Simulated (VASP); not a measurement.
Input of a VASP 6.6.1 run:

The input INCAR:

```
SYSTEM = BaSi3
ALGO = Normal
EDIFF = 1E-6
ENCUT = 520
GGA = PS
ISIF = 2
ISMEAR = 0
LASPH = .TRUE.
LCHARG = .FALSE.
LREAL = .FALSE.
LWAVE = .FALSE.
NBANDS = 19
NELM = 100
PREC = Accurate
SIGMA = 0.05
```

KPOINTS

```
k-points
0
G
  8 8 8
  0 0 0
```

The input POSCAR:

```
BaSi3
1.0
    4.4872196948      0.0000000000      0.0000000000
    0.0000000000      4.4872196948      0.0000000000
    0.0000000000      0.0000000000      4.4872196948
Ba Si
1 3
Direct
    0.0000000000      0.0000000000      0.0000000000
    0.0000000000      0.5000000000      0.5000000000
    0.5000000000      0.5000000000      0.0000000000
    0.5000000000      0.0000000000      0.5000000000
```

Potentials or basis: VASP PAW PBE potentials, release 64 (Ba_sv, Si).

Command:

```sh
$ cat potpaw_PBE.64/Ba_sv/POTCAR potpaw_PBE.64/Si/POTCAR > POTCAR
$ mpirun -np 1 vasp_std > vasp.out
```

Problem. Estimate the pressure.

Solution. -1.8 GPa.

Problem. Estimate the band gap on the k mesh.

Solution. Zero (band 11 reaches 6.92 eV, above the bottom of band 12 at 4.93 eV).

Caveat: the PAW data sets were made with another functional, which shifts forces and pressure a little; spin-orbit coupling is left out, which moves the levels of the heavy elements.
